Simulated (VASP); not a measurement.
ZrC: single point with PBE

Crystal: ZrC.

```
CELL_PARAMETERS angstrom
0.00000 2.35021 2.35021
2.35021 0.00000 2.35021
2.35021 2.35021 0.00000
ATOMIC_POSITIONS crystal
Zr 0.50000 0.50000 0.50000
C 0.97873 0.97873 0.02127
```

This cell differs from its parent crystal: all C atoms moved -0.100 Å, as atom 2 along Cartesian [0 0 1].

| Quantity | Value |
| --- | --- |
| Program | VASP 6.6.1 |
| Task | single point |
| Functional | PBE |
| Potentials or basis | VASP PAW PBE potentials, release 64 (Zr_sv, C) |
| Cutoff | 520 eV |
| k mesh | 18 × 18 × 18 |
| Occupations | gaussian, width 0.15 eV |
| Spin | no spin polarisation |
| Dipole correction | no |
| Further INCAR settings | ALGO = Normal; EDIFF = 1e-06; NBANDS = 15 |

| Property | Result |
| --- | --- |
| Pressure | 2.2 GPa |
| Largest force | 0.685 eV/Å |
| Band gap on the k mesh | zero (bands 8 and 9 overlap by 1.06 eV) |

Forces in eV/Å, atoms in the order of the input:
```
Zr   0.000  0.000 -0.685
C    0.000  0.000  0.685
```

Stress tensor (GPa, compression positive):
```
1.34 0.00 0.00
0.00 1.34 0.00
0.00 0.00 3.99
```

Levels at points of the mesh, in eV from the Fermi level:
```csv
k point,band 4,band 5,band 6,band 7,band 8,band 9,band 10,band 11,band 12,band 13
"(0.00, 0.00, 0.00)",-25.87,-11.35,0.39,0.39,0.62,1.04,1.57,1.57,2.76,3.10
"(0.50, 0.00, 0.00)",-25.95,-8.29,-5.33,-2.98,-2.96,4.41,4.46,5.26,6.44,9.91
"(0.50, 0.50, 0.00)",-26.15,-10.18,-2.07,-1.82,0.01,0.01,4.40,5.61,5.61,7.74
"(0.00, 0.50, 0.50)",-26.15,-10.18,-2.11,-2.00,-0.02,0.23,4.47,5.61,5.61,7.91
```

Run time: 94 s on 1 thread of Intel(R) Xeon(R) 6975P-C (Granite Rapids) (shared host), peak memory 0.31 GiB.

Caveat: the cell differs from its parent crystal (all C atoms moved -0.100 Å, as atom 2 along Cartesian [0 0 1]).
